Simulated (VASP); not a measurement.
Input of a VASP 6.6.1 run:

INCAR

```
ALGO = Normal ; EDIFF = 1E-7
ENCUT = 520 ; GGA = PS
ISIF = 2 ; ISMEAR = 0
ISPIN = 2 ; LASPH = T
LCHARG = F ; LMAXMIX = 4
LORBIT = 11 ; LREAL = Auto
LWAVE = F ; MAGMOM = 0 0 0 0 0 0 0 0 0 0 0 0 0 0 0 0 2.3
NBANDS = 54 ; NELECT = 71.0
NELM = 150 ; PREC = Accurate
SIGMA = 0.02
```

File KPOINTS:

```
k-points
0
Gamma
  3 3 3
```

The input POSCAR:

```
FeSi16
1.0
    0.0000000000      5.4338342048     -5.4338342048
    5.4338342048      5.4338342048      0.0000000000
    5.4338342048      0.0000000000     -5.4338342048
Si Fe
16 1
Direct
    0.1298085244      0.1308048743      0.1276415463
    0.1300432574      0.6111865719      0.1272956579
    0.6101173453      0.1312591576      0.1269362432
    0.6309015643      0.6323068335      0.1039351733
    0.1167888044      0.1160311442      0.6522223289
    0.1248954190      0.6263766747      0.6220066481
    0.6252227933      0.1273270354      0.6214858372
    0.6239879378      0.6243808464      0.6211823682
    0.2561665387      0.7463463822      0.2503284879
    0.2398422460      0.2409490151      0.2776369214
    0.7454528142      0.7468247736      0.2494969388
    0.7452225900      0.2576214046      0.2497551358
    0.2506698675      0.7426894800      0.7532586284
    0.2518536541      0.2530535434      0.7535047713
    0.7532462982      0.7556545425      0.7323428264
    0.7434577221      0.2510439127      0.7529377684
   -0.0308724914     -0.0297697710      0.0898919587
```

Potentials or basis: VASP PAW PBE potentials, release 64 (Si, Fe).

Launch:

```sh
$ cat potpaw_PBE.64/Si/POTCAR potpaw_PBE.64/Fe/POTCAR > POTCAR
$ mpirun -np 1 vasp_std > vasp.out
```

(1) Estimate the net moment.

(2) What does it give for the site moments?

## Answers

(1) 2.81 μB per cell.

(2) Si +0.03, +0.02, +0.01, -0.00 (each value once); Fe +2.06 μB.
